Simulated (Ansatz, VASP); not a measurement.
**Ir in VASP and in Ansatz**

Contents of INCAR:

```
PREC = Accurate ; ENCUT = 520
EDIFF = 1E-6 ; ISMEAR = 0
SIGMA = 0.15 ; LREAL = False
LASPH = True ; NELM = 80
ALGO = Normal ; ISIF = 2
LWAVE = False ; LCHARG = False
NBANDS = 10
```

The input KPOINTS:

```
regular mesh
0
Gamma
  22 22 22
```

POSCAR

```
Ir
1.0
    0.0000000000      1.9722871026      1.8257461709
    1.9722871026      0.0000000000      1.8257461709
    1.9722871026      1.9722871026      0.0000000000
Ir
1
Direct
    0.0000000000      0.0000000000      0.0000000000
```

Input for Ansatz:

```yaml
crystal:
  lattice:
    - [0.0, 1.9722871026, 1.8257461709]
    - [1.9722871026, 0.0, 1.8257461709]
    - [1.9722871026, 1.9722871026, 0.0]
  atoms:
    - { symbol: Ir, position: [0.0, 0.0, 0.0] }
basis:
  ecutwfc: 420
kpoints:
  mp_grid: { grid: [22, 22, 22] }
hamiltonian:
  xc: lda
scf:
  occupations: { method: gaussian, width: 0.15 }
output:
  forces: true
  stress: true
  eigenvalues: true
```

Alike in both runs: task single point; functional LDA; k mesh 22 × 22 × 22; occupations gaussian, width 0.15 eV; no spin polarisation.

|  | VASP | Ansatz |
| --- | --- | --- |
| version | VASP 6.6.1 | Ansatz 0.2.0 |
| potentials or method | VASP PAW LDA potentials, release 64 (Ir), cutoff 520 eV | scalar-relativistic, plane waves, PAW |
| valence electrons in the cell | 9 | 17 |

|  | VASP | Ansatz | Ansatz less VASP |
| --- | --- | --- | --- |
| gap on the k mesh at the Fermi level (eV) | none | none | - |
| pressure (GPa) | -6.2 | -8.5 | -2.32 |
| traceless stress, the component that is largest in VASP (GPa) | 17.73 | 17.83 | +0.105 |

LDA's correlation is that of Perdew and Zunger in VASP and of Perdew and Wang (1992) in Ansatz. A gap of «none» marks a metal or a gap that the smearing closes. VASP's potentials hold 9 valence electrons a cell and Ansatz's 17, so a difference there can come from the potentials and not from the codes.

Neither program's run includes spin-orbit coupling.
